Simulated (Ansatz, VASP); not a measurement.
# In: VASP beside Ansatz

The input POSCAR:

```
In
1.0
   -1.7166732042      1.7166732042      2.2199176722
    1.7166732042     -1.7166732042      2.2199176722
    1.7166732042      1.7166732042     -2.2199176722
In
1
Direct
    0.0000000000      0.0000000000      0.0000000000
```

Contents of INCAR.step1:

```
PREC     = Accurate       # precision mode
ENCUT    = 520            # plane-wave cutoff, eV
ISMEAR   = 0              # smearing method
SIGMA    = 0.15           # smearing width, eV
LREAL    = F              # projectors in reciprocal space
LASPH    = T              # aspherical terms in the spheres
NELM     = 80             # most SCF steps
NBANDS   = 12             # bands
GGA      = PE             # functional
ALGO     = Normal         # electronic algorithm
EDIFF    = 1E-4           # SCF threshold, eV
LWAVE    = T              # write WAVECAR
LCHARG   = F              # write CHGCAR
```

Contents of INCAR.step2:

```
PREC     = Accurate       # precision mode
ENCUT    = 520            # plane-wave cutoff, eV
EDIFF    = 1E-7           # SCF threshold, eV
ISMEAR   = 0              # smearing method
SIGMA    = 0.15           # smearing width, eV
LREAL    = F              # projectors in reciprocal space
LASPH    = T              # aspherical terms in the spheres
NELM     = 80             # most SCF steps
ALGO     = Normal         # electronic algorithm
ISIF     = 2              # what is computed and relaxed
LWAVE    = F              # write WAVECAR
LCHARG   = T              # write CHGCAR
METAGGA  = R2SCAN         # meta-GGA
LMIXTAU  = T            
LELF     = T              # ELF
LVHAR    = T            
NBANDS   = 12             # bands
ISTART   = 1
```

KPOINTS

```
Automatic mesh
0
Gamma
  22 22 22
```

Input for Ansatz:

```yaml
crystal:
  lattice:
    - [-1.7166732042, 1.7166732042, 2.2199176722]
    - [1.7166732042, -1.7166732042, 2.2199176722]
    - [1.7166732042, 1.7166732042, -2.2199176722]
  atoms:
    - { symbol: In, position: [0.0, 0.0, 0.0] }
basis:
  ecutwfc: 500
kpoints:
  mp_grid: { grid: [22, 22, 22] }
hamiltonian:
  xc: r2scan
scf:
  occupations: { method: gaussian, width: 0.15 }
output:
  forces: true
  stress: true
  eigenvalues: true
```

Alike in both runs: task single point; functional r2SCAN; k mesh 22 × 22 × 22; occupations gaussian, width 0.15 eV; no spin polarisation.

```csv
,VASP,Ansatz
version,VASP 6.6.1,Ansatz 0.2.0
potentials or method,"VASP PAW PBE potentials, release 64 (In_d), cutoff 520 eV","scalar-relativistic, plane waves, PAW"
valence electrons in the cell,13,13
```

VASP gave:

- gap on the k mesh at the Fermi level (eV): none
- pressure (GPa): 0.2
- traceless stress, the component that is largest in VASP (GPa): 0.33

Task: Estimate Ansatz's values.

Result: gap on the k mesh at the Fermi level (eV): none; pressure (GPa): 0.2; traceless stress, the component that is largest in VASP (GPa): 0.34.

VASP's potentials were made for PBE, not for r2SCAN. A gap of «none» marks a metal or a gap that the smearing closes.
